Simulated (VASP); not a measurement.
Cr:

```
Cr
1.0
     2.28771    0.00000    0.00000
    -1.14385    1.98121    0.00000
     0.00000    0.00000    4.00013
Cr
2
Direct
  0.33333 0.66667 0.25000
  0.66667 0.33333 0.75000
```

Base run:

```yaml
Program: VASP 6.6.1
Functional: PBE
Potentials_or_basis: VASP PAW PBE potentials, release 64 (Cr_sv)
Cutoff: 600 eV
k_mesh: 17 × 17 × 9
Occupations: fermi-dirac, width 0.1 eV
Spin: no spin polarisation
```

Its results: band gap on the k mesh zero (band 14 reaches 19.81 eV, above the bottom of band 15 at 17.81 eV); pressure 107.8 GPa.

Q: The run is repeated on the same cell with these changes: potentials or basis from VASP PAW PBE potentials, release 64 (Cr_sv) to VASP PAW PBE potentials, release 64 (Cr_pv); cutoff from 600 eV to 520 eV; further incar settings from ALGO = Normal; EDIFF = 1e-06; NBANDS = 21 to ALGO = Normal; EDIFF = 1e-06; NBANDS = 19; valence electrons from 28 to 24. What comes out?

A: Band gap on the k mesh zero (band 12 reaches 16.04 eV, above the bottom of band 13 at 14.03 eV); pressure 112.0 GPa.

Caveats: the run has no spin polarisation, though such a crystal can be magnetic.
